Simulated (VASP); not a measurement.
A run of VASP 6.6.1 is set up as follows.

Contents of INCAR:

```
ALGO = Normal
EDIFF = 1E-7
ENCUT = 520
GGA = PE
ISIF = 2
ISMEAR = 0
LASPH = T
LCHARG = F
LREAL = F
LWAVE = F
NBANDS = 15
NELM = 80
PREC = Accurate
SIGMA = 0.01
```

KPOINTS

```
k-points
0
Gamma
  4 4 4
```

File POSCAR:

```
BaS
1.0
    0.0000000000      3.1937500000      3.1937500000
    3.1937500000      0.0000000000      3.1937500000
    3.1937500000      3.1937500000      0.0000000000
Ba S
1 1
Direct
    0.9816772211      0.0184027789      0.0255972211
    0.4703200000      0.4911500000      0.5464300000
```

Potentials or basis: VASP PAW PBE potentials, release 64 (Ba_sv, S).

Run with:

```bash
$ cat potpaw_PBE.64/Ba_sv/POTCAR potpaw_PBE.64/S/POTCAR > POTCAR
$ mpirun -np 1 vasp_std > vasp.out
```

(1) Estimate the largest force.

(2) What does it give for the pressure?

(3) Predict the band gap on the k mesh.

Results:

(1) 0.276 eV/Å.

(2) 1.6 GPa.

(3) 2.14 eV, indirect (least direct gap 2.25 eV).

Caveat: the k points lie up to 0.43 Å⁻¹ apart; spin-orbit coupling is left out, which moves the levels of the heavy elements.
